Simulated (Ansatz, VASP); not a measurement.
One calculation of Ca3Zr3N2, two programs

```
Ca Zr N
1.0
     3.29432    0.00147   -0.00160
     0.00146    3.29407   -0.00059
    -0.00808   -0.00294   15.84768
Ca Zr N
3 3 2
Direct
  0.99914 0.99956 0.69852
  0.00091 0.00041 0.30148
  0.50007 0.49983 0.50001
  0.99998 0.00005 0.00000
  0.49947 0.49980 0.86003
  0.50047 0.50028 0.13997
  0.00054 0.00030 0.14592
  0.99941 0.99977 0.85407
```

Change from the starting cell: cell x1, atoms moved at random (sigma 0.05 Å) and cell strained at random (1.5 %), then relaxed without symmetry.

Alike in both runs: functional PBE; k mesh 6 × 6 × 2; occupations gaussian, width 0.2 eV; no spin polarisation.

Ansatz relaxed the structure, and its values are those at the end. VASP's run is a single point on that final structure, the one shown.

|  | VASP | Ansatz |
| --- | --- | --- |
| version | VASP 6.6.1 | Ansatz 0.2.0 |
| potentials or method | VASP PAW PBE potentials, release 64 (Ca_sv, Zr_sv, N), cutoff 600 eV | scalar-relativistic, plane waves, PAW |
| valence electrons in the cell | 76 | 76 |

|  | VASP | Ansatz | Ansatz less VASP |
| --- | --- | --- | --- |
| gap on the k mesh at the Fermi level (eV) | none | none | - |
| pressure (GPa) | 0.1 | 0.0 | -0.09 |
| rms of the force components (eV/Å) | 0.007 | 0.001 | -0.0063 |

A gap of «none» marks a metal or a gap that the smearing closes.
